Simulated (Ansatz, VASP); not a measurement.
# Two plane-wave programs on Ag

The input POSCAR:

```
Ag
1.0
    0.0000000000      2.0675000000      2.0675000000
    2.0675000000      0.0000000000      2.0675000000
    2.0675000000      2.0675000000      0.0000000000
Ag
1
Direct
    0.0000000000      0.0000000000      0.0000000000
```

File INCAR.step1:

```
SYSTEM = Ag
PREC = Accurate
ENCUT = 520
ISMEAR = 0
SIGMA = 0.1
LREAL = .False.
LASPH = .True.
NELM = 100
NBANDS = 12
GGA = PE
ALGO = Normal
EDIFF = 1E-4
LWAVE = .True.
LCHARG = .False.
```

INCAR.step2

```
SYSTEM = Ag
PREC = Accurate
ENCUT = 520
EDIFF = 1E-6
ISMEAR = 0
SIGMA = 0.1
LREAL = .False.
LASPH = .True.
NELM = 100
ALGO = Normal
ISIF = 2
LWAVE = .False.
LCHARG = .False.
METAGGA = R2SCAN
LMIXTAU = .True.
NBANDS = 12
ISTART = 1
```

KPOINTS

```
Automatic mesh
0
Gamma
  8 8 8
  0 0 0
```

Input for Ansatz:

```yaml
crystal:
  lattice:
    - [0.0, 2.0675, 2.0675]
    - [2.0675, 0.0, 2.0675]
    - [2.0675, 2.0675, 0.0]
  atoms:
    - { symbol: Ag, position: [0.0, 0.0, 0.0] }
basis:
  ecutwfc: 600.0
kpoints:
  mp_grid: { grid: [8, 8, 8] }
hamiltonian:
  xc: r2scan
  pseudopotentials: { kind: paw, azcp: { folder: soft_1 } }
scf:
  occupations: { method: gaussian, width: 0.1 }
output:
  forces: true
  stress: true
  eigenvalues: true
```

Alike in both runs: task single point; functional r2SCAN; k mesh 8 × 8 × 8; occupations gaussian, width 0.1 eV; no spin polarisation.

|  | VASP | Ansatz |
| --- | --- | --- |
| version | VASP 6.6.1 | Ansatz 0.2.0 |
| potentials or method | VASP PAW PBE potentials, release 64 (Ag), cutoff 520 eV | scalar-relativistic, plane waves, PAW |
| valence electrons in the cell | 11 | 19 |

```csv
,VASP,Ansatz,Ansatz less VASP
gap on the k mesh at the Fermi level (eV),none,none,-
pressure (GPa),-1.4,-1.5,-0.07
```

VASP's potentials were made for PBE, not for r2SCAN. A gap of «none» marks a metal or a gap that the smearing closes. The functional is the same, so the differences come from potentials, cutoffs and numerics. VASP's potentials hold 11 valence electrons a cell and Ansatz's 19, so a difference there can come from the potentials and not from the codes.
